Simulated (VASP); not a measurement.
# Hf (P6_3/mmc) in VASP: notebook, part 3 of 3

VASP 6.6.1. Earlier steps stand in the parts before.

## Step 5: Electric field gradients, PBEsol (23.72 Å³/atom)

This run uses another cell than the first one, of 23.72 Å³/atom.

Contents of INCAR:

```
  PREC = Accurate
  ENCUT = 520
  EDIFF = 1E-8
  ISMEAR = -1
  SIGMA = 0.05
  LREAL = False
  LASPH = True
  NELM = 80
  ALGO = Normal
  ISIF = 2
  LWAVE = False
  LCHARG = False
  GGA = PS
  LEFG = True
  NBANDS = 17
```

Contents of KPOINTS:

```
regular mesh
0
Gamma
  13 13 7
```

Contents of POSCAR:

```
Hf
1.0
    3.2593948047      0.0000000000      0.0000000000
   -1.6296974024      2.8227187018      0.0000000000
    0.0000000000      0.0000000000      5.1569977332
Hf
2
Direct
    0.3333333333      0.6666666667      0.2500000000
    0.6666666667      0.3333333333      0.7500000000
```

Potentials or basis: VASP PAW PBE potentials, release 64 (Hf_pv).

Launch:

```bash
$ cat potpaw_PBE.64/Hf_pv/POTCAR > POTCAR
$ mpirun -np 1 vasp_std > vasp.out
```

OUTCAR:

```text
PREC = Accurate
   ENCUT = 520
   EDIFF = 1E-8
   ISMEAR = -1
   LREAL = False
   LASPH = True
   NELM = 80
   ISIF = 2
   GGA = PS

 ion  position               nearest neighbor table
   1  0.333  0.667  0.250-   2 3.19   2 3.19   2 3.19   2 3.19   2 3.19   2 3.19
   2  0.667  0.333  0.750-   1 3.19   1 3.19   1 3.19   1 3.19   1 3.19   1 3.19

  LATTYP: Found a hexagonal cell.
 ALAT       =     3.2593948047
 C/A-ratio  =     1.5821948681

  Lattice vectors:

 A1 = (   3.2593948047,   0.0000000000,   0.0000000000)
 A2 = (  -1.6296974024,   2.8227187018,   0.0000000000)
 A3 = (   0.0000000000,   0.0000000000,   5.1569977332)

Analysis of symmetry for initial positions (statically):
=====================================================================
 Subroutine PRICEL returns:
 Original cell was already a primitive cell.

 Routine SETGRP: Setting up the symmetry group for a
 hexagonal supercell.

 Subroutine GETGRP returns: Found 24 space group operations
 (whereof 12 operations were pure point group operations)
 out of a pool of 24 trial point group operations.

The static configuration has the point symmetry D_3d.
 The point group associated with its full space group is D_6h.

Analysis of symmetry for dynamics (positions and initial velocities):
=====================================================================
 Subroutine PRICEL returns:
 Original cell was already a primitive cell.

 Routine SETGRP: Setting up the symmetry group for a
 hexagonal supercell.

 Subroutine GETGRP returns: Found 24 space group operations
 (whereof 12 operations were pure point group operations)
 out of a pool of 24 trial point group operations.

The dynamic configuration has the point symmetry D_3d.
 The point group associated with its full space group is D_6h.

 Subroutine INISYM returns: Found 24 space group operations
 (whereof 12 operations are pure point group operations),
 and found     1 'primitive' translations

----------------------------------------------------------------------------------------

                                     Primitive cell

  volume of cell :      47.4462

  direct lattice vectors                    reciprocal lattice vectors
     3.259394805  0.000000000  0.000000000     0.306805422  0.177134193  0.000000000
    -1.629697402  2.822718702  0.000000000     0.000000000  0.354268386  0.000000000
     0.000000000  0.000000000  5.156997733     0.000000000  0.000000000  0.193911274

  length of vectors
     3.259394805  3.259394805  5.156997733     0.354268386  0.354268386  0.193911274

  position of ions in fractional coordinates (direct lattice)
     0.333333333  0.666666667  0.250000000
     0.666666667  0.333333333  0.750000000

  ion indices of the primitive-cell ions
   primitive index   ion index
                 1           1
                 2           2

----------------------------------------------------------------------------------------

 KPOINTS: regular mesh

Automatic generation of k-mesh.
 Grid dimensions read from file:
[... 72 lines left out ...]
   ISYM   =      2    0-nonsym 1-usesym 2-fastsym
   POTIM  = 0.5000    time-step for ionic-motion
   TEBEG  =    0.0;   TEEND  =   0.0 temperature during run
   PSTRESS=    0.0 pullay stress
   NELECT =      20.0000    total number of electrons
   NUPDOWN=      -1.0000    fix difference up-down
   EMIN   =  10.00;   EMAX   =-10.00  energy-range for DOS
   EFERMI =   0.00;   METHOD = LEGACY
   ISMEAR =    -1;   SIGMA  =   0.05  broadening in eV -4-tet -1-fermi 0-gaus
   EFERMI_NEDOS =   21; number of points for ismear=-14 and -15
   IALGO  =     38    algorithm
   IMIX   =      4    mixing-type and parameters
     AMIX     =   0.40;   BMIX     =  1.00
     AMIX_MAG =   1.60;   BMIX_MAG =  1.00
  volume/ion in A,a.u.               =      23.72       160.09
  Fermi-wavevector in a.u.,A,eV,Ry     =   1.227489  2.319618 20.500301  1.506730
  Thomas-Fermi vector in A             =   2.362451
   LORBIT       =      0    0 simple, 1 ext, 2 COOP (PROOUT), +10 PAW based schemes
   GGA     = PS    functional components
   LHFCALC =     F    Hartree Fock is set to
   AEXX    =    0.0000 exact exchange contribution
   IVDW    =     0    specifies the selected vdW correction
   LEPSILON=     F    determine dielectric tensor
   LRPA    =     F    only Hartree local field effects (RPA)
 non-spin polarized calculation
  energy-cutoff  :      520.00
  volume of cell :       47.45
 maximum number of plane-waves:      1296
   NGX = 13   NGY = 13   NGZ = 19

 number of electron      19.9999999 magnetization

 Free energy of the ion-electron system (eV)
  ---------------------------------------------------
  ext. energy  EPLUGINS =         0.00000000
  ---------------------------------------------------
  free energy    TOTEN  =       -20.87502934 eV

  energy without entropy =      -20.86167543  energy(sigma->0) =      -20.86835238

 E-fermi :   4.3633     XC(G=0): -11.1258

 val. band max:        4.3552472099   @ k =   0.2308   0.2308   0.4286
 cond. band min:       4.3717032463   @ k =   0.0000   0.0000   0.4286
 fundamental gap:      0.0164560365
 Fermi energy:         4.3633429921

 k-point     1 :       0.0000    0.0000    0.0000
  band No.  band energies     occupation
      1     -26.7268      2.00000
      2     -26.1108      2.00000
      3     -26.1108      2.00000
      4     -26.0117      2.00000
      5     -26.0039      2.00000
      6     -26.0039      2.00000
[... 457 lines left out ...]
      4     -26.1378      2.00000
      5     -26.0419      2.00000
      6     -26.0246      2.00000
[... 9 lines left out ...]
     16       7.0237      0.00000
     17       9.7484      0.00000

 [... further k-points ...]

------------------------ aborting loop because EDIFF is reached ----------------------------------------

  FORCE on cell =-STRESS in cart. coord.  units (eV):
  Direction    XX          YY          ZZ          XY          YZ          ZX
  --------------------------------------------------------------------------------------
  -------------------------------------------------------------------------------------
  Total       -2.7374507     -2.7374507     -2.8909084      0.0000000      0.0000000      0.0000000
  in kB      -92.4390297    -92.4390297    -97.6210351      0.0000000      0.0000000      0.0000000
  external PRESSURE =     -94.1663648 kB  Pullay stress =       0.0000000 kB

 VOLUME and BASIS-vectors are now :
 -----------------------------------------------------------------------------
  energy-cutoff  :      520.00
  volume of cell :       47.45
      direct lattice vectors                 reciprocal lattice vectors
     3.259394805  0.000000000  0.000000000     0.306805422  0.177134193  0.000000000
    -1.629697402  2.822718702  0.000000000     0.000000000  0.354268386  0.000000000
     0.000000000  0.000000000  5.156997733     0.000000000  0.000000000  0.193911274

 POSITION                                       TOTAL-FORCE (eV/Angst)
 -----------------------------------------------------------------------------------
     -0.00000      1.88181      1.28925         0.000000      0.000000      0.000000
      1.62970      0.94091      3.86775        -0.000000      0.000000      0.000000
 -----------------------------------------------------------------------------------
    total drift:                                0.000000     -0.000000      0.000000

  FREE ENERGIE OF THE ION-ELECTRON SYSTEM (eV)
  ---------------------------------------------------
  free  energy   TOTEN  =       -20.8750293371 eV

  energy  without entropy=      -20.8616754315  energy(sigma->0) =      -20.86835238

 Electric field gradients (V/A^2)
---------------------------------------------------------------------
 ion       V_xx      V_yy      V_zz      V_xy      V_xz      V_yz
---------------------------------------------------------------------
   1     -33.980   -33.979    67.959     0.000    -0.000     0.000
   2     -33.980   -33.979    67.959     0.000     0.000    -0.000
---------------------------------------------------------------------

 Electric field gradients after diagonalization (V/A^2)
 (convention: |V_zz| > |V_xx| > |V_yy|)
----------------------------------------------------------------------
 ion       V_xx      V_yy      V_zz     asymmetry (V_yy - V_xx)/ V_zz
----------------------------------------------------------------------
   1     -33.980   -33.979    67.959       0.000
   2     -33.980   -33.979    67.959       0.000
----------------------------------------------------------------------

           NMR quadrupolar parameters

 Cq : quadrupolar parameter    Cq=e*Q*V_zz/h
 eta: asymmetry parameters     (V_yy - V_xx)/ V_zz
 Q  : nuclear electric quadrupole moment in mb (millibarn)
----------------------------------------------------------------------
 ion       Cq(MHz)       eta       Q (mb)
----------------------------------------------------------------------
   1       0.164       0.000       1.000
   2       0.164       0.000       1.000
----------------------------------------------------------------------
```

OSZICAR:

```text
N       E                     dE             d eps       ncg     rms          rms(c)
DAV:   1     0.479441489108E+02    0.47944E+02   -0.11363E+04  2856   0.111E+03
DAV:   2    -0.198812558719E+02   -0.67825E+02   -0.66264E+02  3770   0.246E+02
DAV:   3    -0.217369923027E+02   -0.18557E+01   -0.18436E+01  3603   0.270E+01
DAV:   4    -0.217538754100E+02   -0.16883E-01   -0.16855E-01  3741   0.309E+00
DAV:   5    -0.217540665862E+02   -0.19118E-03   -0.19115E-03  3651   0.286E-01    0.626E+01
DAV:   6    -0.211060946039E+02    0.64797E+00   -0.62553E-01  3456   0.479E+00    0.369E+01
DAV:   7    -0.208880647552E+02    0.21803E+00   -0.10057E+00  3524   0.581E+00    0.182E+00
DAV:   8    -0.208749520644E+02    0.13113E-01   -0.67089E-02  3332   0.163E+00    0.445E-01
DAV:   9    -0.208750410280E+02   -0.88964E-04   -0.13908E-03  3945   0.266E-01    0.201E-01
DAV:  10    -0.208750275965E+02    0.13432E-04   -0.49662E-05  3391   0.463E-02    0.159E-01
DAV:  11    -0.208750293075E+02   -0.17110E-05   -0.46268E-06  3918   0.138E-02    0.137E-02
DAV:  12    -0.208750293344E+02   -0.26920E-07   -0.39004E-07  3425   0.383E-03    0.204E-03
DAV:  13    -0.208750293371E+02   -0.26778E-08   -0.16040E-08  2918   0.958E-04
   1 F= -.20875029E+02 E0= -.20868352E+02  d E =-.133539E-01
```

Wall time 62 s (1 thread of Intel Xeon 8259CL, shared host); peak memory 0.19 GiB.

What came out:

| Quantity | Value |
| --- | --- |
| Free energy | -20.8750 eV |
| Pressure | -9.4 GPa |
| Band gap on the k mesh | zero (bands 10 and 11 overlap by 1.55 eV) |
| Largest electric field gradient by atom | Hf +68.0 V/Å² |

Electric field gradients, principal values (V/Å²):
| atom | least | middle | greatest (by size) |
| --- | --- | --- | --- |
| 1 Hf | -33.979 | -33.980 | 67.959 |
| 2 Hf | -33.979 | -33.980 | 67.959 |

Caveat: the cell stands under tension; without QUAD_EFG the Cq values of the log hold for a quadrupole moment of 1 mb, not for the nuclei; the PAW data sets were made with another functional, which shifts forces and pressure a little; spin-orbit coupling is left out, which moves the levels of the heavy elements.

## Step 6: The runs side by side

```tsv
cell	gap on the mesh (eV)	pressure (GPa)
a = 3.197, b = 3.197, c = 4.957 Å, angles 90.0, 90.0, 120.0°, 2 atoms	none	-1.9
a = 3.186, b = 3.186, c = 5.041 Å, angles 90.0, 90.0, 120.0°, 2 atoms	none	-3.1
a = 3.218, b = 3.218, c = 5.091 Å, angles 90.0, 90.0, 120.0°, 2 atoms	none	-6.0
a = 3.259, b = 3.259, c = 5.157 Å, angles 90.0, 90.0, 120.0°, 2 atoms	none	-9.4
```

Alike in all rows: task electric field gradients; level PBEsol; potentials or basis VASP PAW PBE potentials, release 64 (Hf_pv); no spin polarisation; k mesh 13 × 13 × 7; cutoff (eV) 520; smearing fermi-dirac 0.05 eV.

Caveats: the PAW data sets were made with another functional, which shifts forces and pressure a little; spin-orbit coupling is left out, which moves the levels of the heavy elements; the cell stands under tension (at least some runs).

Total energies depend on the potentials used, so only differences within one code and one set of settings carry meaning.
